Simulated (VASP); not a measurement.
Wanted: the native input for a VASP 6.6.1 run.

| Property | Result |
| --- | --- |
| Task | single point |
| Functional | PBE |
| Potentials or basis | VASP PAW PBE potentials, release 64 (C) |
| Cutoff | 520 eV |
| k mesh | 8 × 8 × 4 |
| Occupations | gaussian, width 0.1 eV |
| Spin | collinear spin, ferromagnetic start |
| Starting moments | [1.0, 1.0, 1.0] μB |
| Dipole correction | no |
| Further INCAR settings | ALGO = Normal; EDIFF = 1e-06; NBANDS = 17 |

The structure of C lies in POSCAR:

```
C
1.0
    1.1881884100     -1.7012909400      0.0000000000
    1.1881884100      1.7012909400      0.0000000000
    0.0000000000      0.0000000000      4.8843480900
C
3
Direct
    0.5000000000      0.5000000000      0.6905752200
    0.5000000000      0.5000000000      0.3094247800
    0.0000000000      0.0000000000      0.5000000000
```

These files were run (other wordings do the same):

INCAR

```
SYSTEM = C
  PREC = Accurate
  ENCUT = 520
  EDIFF = 1E-6
  ISMEAR = 0
  SIGMA = 0.1
  LREAL = .False.
  LASPH = .True.
  NELM = 150
  ALGO = Normal
  ISIF = 2
  LWAVE = .False.
  LCHARG = .False.
  ISPIN = 2
  MAGMOM = 1 1 1
  LORBIT = 11
  GGA = PE
  NBANDS = 17
```

KPOINTS

```
Automatic mesh
0
Gamma
  8 8 4
  0 0 0
```

Potentials or basis: VASP PAW PBE potentials, release 64 (C).

The run is started by

```bash
$ cat potpaw_PBE.64/C/POTCAR > POTCAR
$ mpirun -np 1 vasp_std > vasp.out
```

Results of the run:

```
Pressure                                              : 91.5 GPa
Largest force                                         : 3.942 eV/Å
Band gap on the k mesh                                : zero (filled and empty bands overlap)
Net moment                                            : 0.00 μB per cell
Valence electrons inside the program's atomic spheres : C 2.39, 2.63
```

Caveat: the k points lie up to 0.40 Å⁻¹ apart; forces of over 1 eV/Å act on the atoms, so gaps and moduli don't describe the material at rest.

It took 38 s on 1 thread of Intel(R) Xeon(R) Platinum 8175M CPU @ 2.50GHz (Skylake/Cascade Lake), with other jobs on the host, peak memory 0.14 GiB.
